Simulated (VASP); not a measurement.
A run of VASP 6.6.1 is set up as follows.

File INCAR:

```
ALGO = Normal ; EDIFF = 1E-6
ENCUT = 520 ; GGA = PE
ISIF = 2 ; ISMEAR = 0
LASPH = T ; LCHARG = T
LELF = T ; LREAL = F
LVHAR = T ; LWAVE = F
NBANDS = 16 ; NELM = 100
PREC = Accurate ; SIGMA = 0.01
```

Contents of KPOINTS:

```
k-points
0
Gamma
  12 12 4
```

File POSCAR:

```
SiC
1.0
    3.1164783262      0.0000000000      0.0000000000
   -1.5582391631      2.6989492569      0.0000000000
    0.0000000000      0.0000000000      5.1144286705
Si C
2 2
Direct
    0.3333333333      0.6666666667      0.0000000000
    0.6666666667      0.3333333333      0.5000000000
    0.3333333333      0.6666666667      0.3850000000
    0.6666666667      0.3333333333      0.8850000000
```

Potentials or basis: VASP PAW PBE potentials, release 64 (Si, C).

Launch:

```bash
$ cat potpaw_PBE.64/Si/POTCAR potpaw_PBE.64/C/POTCAR > POTCAR
$ mpirun -np 1 vasp_std > vasp.out
```

Estimate the largest force.

0.693 eV/Å.

Predict the band gap on the k mesh.

2.39 eV, indirect (least direct gap 4.00 eV).

Stress tensor (GPa, compression positive):
```
-3.49  0.00  0.00
 0.00 -3.49  0.00
 0.00  0.00 -6.84
```

A k mesh can miss the band edges. Expect the measured gap to be larger: semilocal functionals such as PBE lack the derivative discontinuity.
